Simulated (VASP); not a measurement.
# Sr (P6_3/mmc) in VASP: further runs

The runs below take Sr through single point, with r2SCAN, r2SCAN0.

All numbers are computed with VASP 6.6.1; they aren't measurements. Logs are shortened: lines on timing, memory, paths and dates and some standing lists are left out, and cuts for length are marked.

## Step 1: The cell of the first run

The structure is hexagonal, space group P6_3/mmc (No. 194). Conventional cell: a = 4.313 Å, b = 4.313 Å, c = 7.102 Å, α = 90.00°, β = 90.00°, γ = 120.00°. Within 5.7 Å of Sr (site symmetry -6m2) lie 12 Sr at 4.31 to 4.34 Å.

This isn't the form of Sr at room conditions, which is fcc.

## Step 2: Single point, r2SCAN

Contents of POSCAR:

```
Sr
1.0
    4.3133333371      0.0000000000      0.0000000000
   -2.1566666685      3.7354562449      0.0000000000
    0.0000000000      0.0000000000      7.1017350028
Sr
2
Direct
    0.3333333333      0.6666666667      0.2500000000
    0.6666666667      0.3333333333      0.7500000000
```

Contents of INCAR.step1:

```
PREC = Accurate
ENCUT = 520
ISMEAR = -1
SIGMA = 0.1
LREAL = False
LASPH = True
NELM = 60
NBANDS = 17
GGA = PE
ALGO = Normal
EDIFF = 1E-4
LWAVE = True
LCHARG = False
```

Contents of INCAR.step2:

```
PREC = Accurate
ENCUT = 520
EDIFF = 1E-6
ISMEAR = -1
SIGMA = 0.1
LREAL = False
LASPH = True
NELM = 60
ALGO = Normal
ISIF = 2
LWAVE = False
LCHARG = False
METAGGA = R2SCAN
LMIXTAU = True
NBANDS = 17
ISTART = 1
```

Contents of KPOINTS:

```
Automatic mesh
0
Gamma
  5 5 3
```

Potentials or basis: VASP PAW PBE potentials, release 64 (Sr_sv).

On the command line:

```console
> cat potpaw_PBE.64/Sr_sv/POTCAR > POTCAR
> cp INCAR.step1 INCAR
> mpirun -np 1 vasp_std > vasp.out
> cp INCAR.step2 INCAR
> mpirun -np 1 vasp_std > vasp.out
```

OUTCAR:

```text
PREC = Accurate
   ENCUT = 520
   EDIFF = 1E-6
   ISMEAR = -1
   LREAL = False
   LASPH = True
   NELM = 60
   ISIF = 2
   METAGGA = R2SCAN
   ISTART = 1

 ion  position               nearest neighbor table
   1  0.333  0.667  0.250-   2 4.34   2 4.34   2 4.34   2 4.34   2 4.34   2 4.34
   2  0.667  0.333  0.750-   1 4.34   1 4.34   1 4.34   1 4.34   1 4.34   1 4.34

  LATTYP: Found a hexagonal cell.
 ALAT       =     4.3133333371
 C/A-ratio  =     1.6464609729

  Lattice vectors:

 A1 = (   4.3133333371,   0.0000000000,   0.0000000000)
 A2 = (  -2.1566666685,   3.7354562449,   0.0000000000)
 A3 = (   0.0000000000,   0.0000000000,   7.1017350028)

Analysis of symmetry for initial positions (statically):
=====================================================================
 Subroutine PRICEL returns:
 Original cell was already a primitive cell.

 Routine SETGRP: Setting up the symmetry group for a
 hexagonal supercell.

 Subroutine GETGRP returns: Found 24 space group operations
 (whereof 12 operations were pure point group operations)
 out of a pool of 24 trial point group operations.

The static configuration has the point symmetry D_3d.
 The point group associated with its full space group is D_6h.

Analysis of symmetry for dynamics (positions and initial velocities):
=====================================================================
 Subroutine PRICEL returns:
 Original cell was already a primitive cell.

 Routine SETGRP: Setting up the symmetry group for a
 hexagonal supercell.

 Subroutine GETGRP returns: Found 24 space group operations
 (whereof 12 operations were pure point group operations)
 out of a pool of 24 trial point group operations.

The dynamic configuration has the point symmetry D_3d.
 The point group associated with its full space group is D_6h.

 Subroutine INISYM returns: Found 24 space group operations
 (whereof 12 operations are pure point group operations),
 and found     1 'primitive' translations

----------------------------------------------------------------------------------------

                                     Primitive cell

  volume of cell :     114.4251

  direct lattice vectors                    reciprocal lattice vectors
     4.313333337  0.000000000  0.000000000     0.231839258  0.133852458  0.000000000
    -2.156666669  3.735456245  0.000000000     0.000000000  0.267704916  0.000000000
     0.000000000  0.000000000  7.101735003     0.000000000  0.000000000  0.140810661

  length of vectors
     4.313333337  4.313333337  7.101735003     0.267704916  0.267704916  0.140810661

  position of ions in fractional coordinates (direct lattice)
     0.333333333  0.666666667  0.250000000
     0.666666667  0.333333333  0.750000000

  ion indices of the primitive-cell ions
   primitive index   ion index
                 1           1
                 2           2

----------------------------------------------------------------------------------------

 KPOINTS: Automatic mesh

Automatic generation of k-mesh.
 Grid dimensions read from file:
 generate k-points for:    5    5    3

 Generating k-lattice:

  Cartesian coordinates                     Fractional coordinates (reciprocal lattice)
     0.046367852  0.026770492  0.000000000     0.200000000  0.000000000  0.000000000
     0.000000000  0.053540983  0.000000000     0.000000000  0.200000000  0.000000000
     0.000000000  0.000000000  0.046936887     0.000000000  0.000000000  0.333333333

  Length of vectors
     0.053540983  0.053540983  0.046936887

  Shift w.r.t. Gamma in fractional coordinates (k-lattice)
     0.000000000  0.000000000  0.000000000

 Subroutine IBZKPT returns following result:
 ===========================================

 Found     10 irreducible k-points:

 Following reciprocal coordinates:
            Coordinates               Weight
  0.000000  0.000000  0.000000      1.000000
  0.200000  0.000000  0.000000      6.000000
  0.400000  0.000000  0.000000      6.000000
  0.200000  0.200000  0.000000      6.000000
  0.400000  0.200000  0.000000      6.000000
  0.000000  0.000000  0.333333      2.000000
  0.200000  0.000000  0.333333     12.000000
  0.400000  0.000000  0.333333     12.000000
  0.200000  0.200000  0.333333     12.000000
  0.400000  0.200000  0.333333     12.000000
   k-points           NKPTS =     10   k-points in BZ     NKDIM =     10   number of bands    NBANDS=     17
   number of dos      NEDOS =    301   number of ions     NIONS =      2
   total plane-waves  NPLWV =  55296
   dimension x,y,z NGX =    32 NGY =   32 NGZ =   54
   dimension x,y,z NGXF=    64 NGYF=   64 NGZF=  108
   ions per type =               2
   NGX,Y,Z   is equivalent  to a cutoff of  12.33, 12.33, 12.64 a.u.
   NGXF,Y,Z  is equivalent  to a cutoff of  24.67, 24.67, 25.28 a.u.
 SYSTEM =  unknown system
   PREC   = accura    normal or accurate (medium, high low for compatibility)
   ISTART =      1    job   : 0-new  1-cont  2-samecut
   ICHARG =      0    charge: 1-file 2-atom 10-const
   ISPIN  =      1    spin polarized calculation?
   LNONCOLLINEAR =      F non collinear calculations
   LSORBIT =      F    spin-orbit coupling
   LASPH  =      T    aspherical Exc in radial PAW
   ENCUT  =  520.0 eV  38.22 Ry    6.18 a.u.   8.02  8.02 13.20*2*pi/ulx,y,z
   NELM   =     60;   NELMIN=  2; NELMDL=  0     # of ELM steps
   EDIFF  = 0.1E-05   stopping-criterion for ELM
   LREAL  =      F    real-space projection
   EDIFFG = 0.1E-04   stopping-criterion for IOM
   NSW    =      0    number of steps for IOM
   IBRION =     -1    ionic relax: 0-MD 1-quasi-New 2-CG
   NFREE  =      0    steps in history (QN), initial steepest desc. (CG)
   ISIF   =      2    stress and relaxation
   ISYM   =      2    0-nonsym 1-usesym 2-fastsym
   POTIM  = 0.5000    time-step for ionic-motion
   TEBEG  =    0.0;   TEEND  =   0.0 temperature during run
   PSTRESS=    0.0 pullay stress
   NELECT =      20.0000    total number of electrons
   NUPDOWN=      -1.0000    fix difference up-down
   EMIN   =  10.00;   EMAX   =-10.00  energy-range for DOS
   EFERMI =   0.00;   METHOD = LEGACY
   ISMEAR =    -1;   SIGMA  =   0.10  broadening in eV -4-tet -1-fermi 0-gaus
   EFERMI_NEDOS =   21; number of points for ismear=-14 and -15
   IALGO  =     38    algorithm
   IMIX   =      4    mixing-type and parameters
     AMIX     =   0.40;   BMIX     =  1.00
     AMIX_MAG =   1.60;   BMIX_MAG =  1.00
  volume/ion in A,a.u.               =      57.21       386.09
  Fermi-wavevector in a.u.,A,eV,Ry     =   0.915330  1.729723 11.399360  0.837829
  Thomas-Fermi vector in A             =   2.040059
   LORBIT       =      0    0 simple, 1 ext, 2 COOP (PROOUT), +10 PAW based schemes
   METAGGA = R2SCAN    functional components
   LHFCALC =     F    Hartree Fock is set to
   AEXX    =    0.0000 exact exchange contribution
   IVDW    =     0    specifies the selected vdW correction
   LEPSILON=     F    determine dielectric tensor
   LRPA    =     F    only Hartree local field effects (RPA)
 non-spin polarized calculation
  energy-cutoff  :      520.00
  volume of cell :      114.43
 maximum number of plane-waves:      3094
   NGX = 17   NGY = 17   NGZ = 27

 number of electron      20.0000000 magnetization

 Free energy of the ion-electron system (eV)
  ---------------------------------------------------
  ext. energy  EPLUGINS =         0.00000000
  ---------------------------------------------------
  free energy    TOTEN  =       -30.23460659 eV

  energy without entropy =      -30.15637913  energy(sigma->0) =      -30.19549286

 E-fermi :   1.4510     XC(G=0):  -7.6708

 val. band max:        1.3806627186   @ k =   0.2000   0.0000   0.0000
 cond. band min:       1.5028900030   @ k =   0.4000   0.0000   0.0000
 fundamental gap:      0.1222272844
 Fermi energy:         1.4510475593

 k-point     1 :       0.0000    0.0000    0.0000
  band No.  band energies     occupation
      1     -36.6194      2.00000
      2     -36.6072      2.00000
      3     -18.0545      2.00000
      4     -17.9091      2.00000
      5     -17.9091      2.00000
      6     -17.8860      2.00000
[... 9 lines left out ...]
     16       4.4996      0.00000
     17       5.0628      0.00000

 k-point     2 :       0.2000    0.0000    0.0000
  band No.  band energies     occupation
      1     -36.6153      2.00000
      2     -36.6052      2.00000
      3     -18.0329      2.00000
      4     -17.9575      2.00000
      5     -17.9351      2.00000
      6     -17.9238      2.00000
[... 9 lines left out ...]
     16       4.5915      0.00000
     17       4.6518      0.00000

 k-point     3 :       0.4000    0.0000    0.0000
  band No.  band energies     occupation
      1     -36.6081      2.00000
      2     -36.6027      2.00000
      3     -18.0366      2.00000
      4     -18.0107      2.00000
      5     -17.9875      2.00000
      6     -17.9463      2.00000
[... 9 lines left out ...]
     16       5.6413      0.00000
     17       6.0079      0.00000

 k-point     4 :       0.2000    0.2000    0.0000
  band No.  band energies     occupation
      1     -36.6096      2.00000
      2     -36.6031      2.00000
      3     -18.0004      2.00000
      4     -17.9983      2.00000
      5     -17.9982      2.00000
      6     -17.9455      2.00000
[... 9 lines left out ...]
     16       5.1232      0.00000
     17       5.4067      0.00000

 k-point     5 :       0.4000    0.2000    0.0000
  band No.  band energies     occupation
      1     -36.6051      2.00000
      2     -36.6027      2.00000
      3     -18.0345      2.00000
      4     -18.0083      2.00000
      5     -17.9766      2.00000
      6     -17.9636      2.00000
[... 9 lines left out ...]
     16       5.5474      0.00000
     17       5.7681      0.00000

 k-point     6 :       0.0000    0.0000    0.3333
  band No.  band energies     occupation
      1     -36.6163      2.00000
      2     -36.6102      2.00000
      3     -18.0116      2.00000
      4     -17.9242      2.00000
      5     -17.9034      2.00000
      6     -17.9034      2.00000
[... 9 lines left out ...]
     16       4.2342      0.00000
     17       5.5930      0.00000

 k-point     7 :       0.2000    0.0000    0.3333
  band No.  band energies     occupation
      1     -36.6128      2.00000
      2     -36.6077      2.00000
      3     -18.0080      2.00000
      4     -17.9595      2.00000
      5     -17.9402      2.00000
      6     -17.9164      2.00000
[... 9 lines left out ...]
     16       4.5826      0.00000
     17       5.3608      0.00000

 k-point     8 :       0.4000    0.0000    0.3333
  band No.  band energies     occupation
      1     -36.6067      2.00000
      2     -36.6041      2.00000
      3     -18.0485      2.00000
      4     -18.0325      2.00000
      5     -17.9494      2.00000
      6     -17.9370      2.00000
[... 9 lines left out ...]
     16       5.2551      0.00000
     17       5.6469      0.00000

 k-point     9 :       0.2000    0.2000    0.3333
  band No.  band energies     occupation
      1     -36.6080      2.00000
      2     -36.6047      2.00000
      3     -18.0231      2.00000
      4     -18.0109      2.00000
      5     -17.9518      2.00000
      6     -17.9492      2.00000
[... 9 lines left out ...]
     16       4.9172      0.00000
     17       5.7584      0.00000

 k-point    10 :       0.4000    0.2000    0.3333
  band No.  band energies     occupation
      1     -36.6045      2.00000
      2     -36.6033      2.00000
      3     -18.0422      2.00000
      4     -18.0302      2.00000
      5     -17.9793      2.00000
      6     -17.9584      2.00000
[... 9 lines left out ...]
     16       5.1036      0.00000
     17       6.0424      0.00000

------------------------ aborting loop because EDIFF is reached ----------------------------------------

  FORCE on cell =-STRESS in cart. coord.  units (eV):
  Direction    XX          YY          ZZ          XY          YZ          ZX
  --------------------------------------------------------------------------------------
  -------------------------------------------------------------------------------------
  Total        0.0758833      0.0758833     -0.0672686      0.0000000      0.0000000      0.0000000
  in kB        1.0625165      1.0625165     -0.9418943      0.0000000      0.0000000      0.0000000
  external PRESSURE =       0.3943796 kB  Pullay stress =       0.0000000 kB

 VOLUME and BASIS-vectors are now :
 -----------------------------------------------------------------------------
  energy-cutoff  :      520.00
  volume of cell :      114.43
      direct lattice vectors                 reciprocal lattice vectors
     4.313333337  0.000000000  0.000000000     0.231839258  0.133852458  0.000000000
    -2.156666669  3.735456245  0.000000000     0.000000000  0.267704916  0.000000000
     0.000000000  0.000000000  7.101735003     0.000000000  0.000000000  0.140810661

 POSITION                                       TOTAL-FORCE (eV/Angst)
 -----------------------------------------------------------------------------------
     -0.00000      2.49030      1.77543         0.000000     -0.000000      0.000000
      2.15667      1.24515      5.32630        -0.000000      0.000000      0.000000
 -----------------------------------------------------------------------------------
    total drift:                               -0.000000      0.000000     -0.000000

  FREE ENERGIE OF THE ION-ELECTRON SYSTEM (eV)
  ---------------------------------------------------
  free  energy   TOTEN  =       -30.2346065932 eV

  energy  without entropy=      -30.1563791331  energy(sigma->0) =      -30.19549286
```

Run time: 52 s. Hardware: 1 thread of Intel Xeon Platinum 8375C at 2.90GHz (Ice Lake), shared host; peak memory 0.24 GiB.

Results:

```
Free energy            : -30.2346 eV
Pressure               : 0.0 GPa
Band gap on the k mesh : zero (bands 10 and 11 overlap by 0.18 eV)
```

Caveat: the PAW data sets were made with another functional, which shifts forces and pressure a little.

(Continued in part 2 of 2.)

The gap in the log of VASP goes by the Fermi energy; the results here count the filled bands.